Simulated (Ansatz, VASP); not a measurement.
## One calculation of InGa2N3, two programs

The input INCAR:

```
PREC = Accurate ; ENCUT = 520
EDIFF = 1E-6 ; ISMEAR = 0
SIGMA = 0.1 ; LREAL = F
LASPH = T ; NELM = 150
ALGO = Normal ; ISIF = 2
LWAVE = F ; LCHARG = F
ISPIN = 2 ; MAGMOM = 0 0 0 1 1 1
LORBIT = 11 ; GGA = PE
NBANDS = 40
```

KPOINTS

```
regular mesh
0
Gamma
  6 6 6
```

POSCAR

```
InGa2N3
1.0
    2.6410275900      1.5247979900      4.4554815800
   -2.6410275900      1.5247979900      4.4554815800
    0.0000000000     -3.0495959800      4.4554815800
In Ga N
1 2 3
Direct
    0.0000000000      0.0000000000      0.0000000000
    0.3415513300      0.3415513300      0.3415513300
    0.6584486700      0.6584486700      0.6584486700
    0.0000000000      0.0000000000      0.5000000000
    0.5000000000      0.0000000000      0.0000000000
    0.0000000000      0.5000000000      0.0000000000
```

Input for Ansatz:

```yaml
crystal:
  lattice:
    - [2.64102759, 1.52479799, 4.45548158]
    - [-2.64102759, 1.52479799, 4.45548158]
    - [0.0, -3.04959598, 4.45548158]
  atoms:
    - { symbol: In, position: [0.0, 0.0, 0.0] }
    - { symbol: Ga, position: [0.34155133, 0.34155133, 0.34155133] }
    - { symbol: Ga, position: [0.65844867, 0.65844867, 0.65844867] }
    - { symbol: "N", position: [0.0, 0.0, 0.5], spin: 1.0 }
    - { symbol: "N", position: [0.5, 0.0, 0.0], spin: 1.0 }
    - { symbol: "N", position: [0.0, 0.5, 0.0], spin: 1.0 }
basis:
  ecutwfc: 420
kpoints:
  mp_grid: { grid: [6, 6, 6] }
hamiltonian:
  xc: pbe
scf:
  occupations: { method: gaussian, width: 0.1 }
  lower_state_search: "off"
output:
  forces: true
  stress: true
  eigenvalues: true
  populations: true
magnetization:
  spin_polarized: true
```

Alike in both runs: task single point; functional PBE; k mesh 6 × 6 × 6; occupations gaussian, width 0.1 eV; collinear spin.

```csv
,VASP,Ansatz
version,VASP 6.6.1,Ansatz 0.2.0
potentials or method,"VASP PAW PBE potentials, release 64 (In_d, Ga_d, N), cutoff 520 eV","scalar-relativistic, plane waves, PAW"
valence electrons in the cell,54,54
```

|  | VASP | Ansatz | Ansatz less VASP |
| --- | --- | --- | --- |
| gap on the k mesh at the Fermi level (eV) | none | none | - |
| pressure (GPa) | -12.8 | -12.8 | +0.01 |
| traceless stress, the component that is largest in VASP (GPa) | -11.67 | -11.67 | +0.003 |
| rms of the force components (eV/Å) | 0.273 | 0.274 | +0.0005 |
| net moment per atom (μB) | 0.09 | 0.09 | -0.001 |
| size of the moment on the site where the two differ most (μB) | 0.13 | 0.17 | +0.037 |

Site moments also hang on the region over which each program counts them. Atom by atom the forces differ by 0.000 eV/Å (rms over components). A gap of «none» marks a metal or a gap that the smearing closes. With one functional, cell and mesh, what is left measures potentials, basis and numerics.
